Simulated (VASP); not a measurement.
Set up this calculation in VASP 6.6.1, as the native input.

```
Task                   : single point
Functional             : PBE
Potentials or basis    : VASP PAW PBE potentials, release 64 (Ag, Cl)
Cutoff                 : 520 eV
k mesh                 : 10 × 10 × 10
Occupations            : gaussian, width 0.05 eV
Spin                   : no spin polarisation
Dipole correction      : no
Further INCAR settings : ALGO = Normal; EDIFF = 1e-06; NBANDS = 16
```

The structure of AgCl lies in POSCAR:

```
AgCl
1.0
    0.0000000000      3.0126024644      2.3498299222
    3.0126024644      0.0000000000      2.3498299222
    3.0126024644      3.0126024644      0.0000000000
Ag Cl
1 1
Direct
    0.5000000000      0.5000000000      0.5000000000
    0.0000000000      0.0000000000      0.0000000000
```

This cell differs from its parent crystal: ratio of the length along z to the lengths across it x 0.78, volume and fractional coordinates fixed.

One way to write it, as run:

INCAR

```
SYSTEM = AgCl
PREC = Accurate
ENCUT = 520
EDIFF = 1E-6
ISMEAR = 0
SIGMA = 0.05
LREAL = .False.
LASPH = .True.
NELM = 100
ALGO = Normal
ISIF = 2
LWAVE = .False.
LCHARG = .False.
GGA = PE
NBANDS = 16
```

KPOINTS

```
regular mesh
0
Gamma
  10 10 10
  0 0 0
```

Potentials or basis: VASP PAW PBE potentials, release 64 (Ag, Cl).

Run with:

```bash
$ cat potpaw_PBE.64/Ag/POTCAR potpaw_PBE.64/Cl/POTCAR > POTCAR
$ mpirun -np 1 vasp_std > vasp.out
```

It gave:

```json
{
 "Pressure": "8.1 GPa",
 "Band gap on the k mesh": "0.97 eV (least direct gap 3.63 eV)"
}
```

Caveat: the stress differs along the axes, from 3 to 18 GPa.

It took 22 s on 1 thread of Intel(R) Xeon(R) 6975P-C (Granite Rapids) (shared host), peak memory 0.21 GiB.
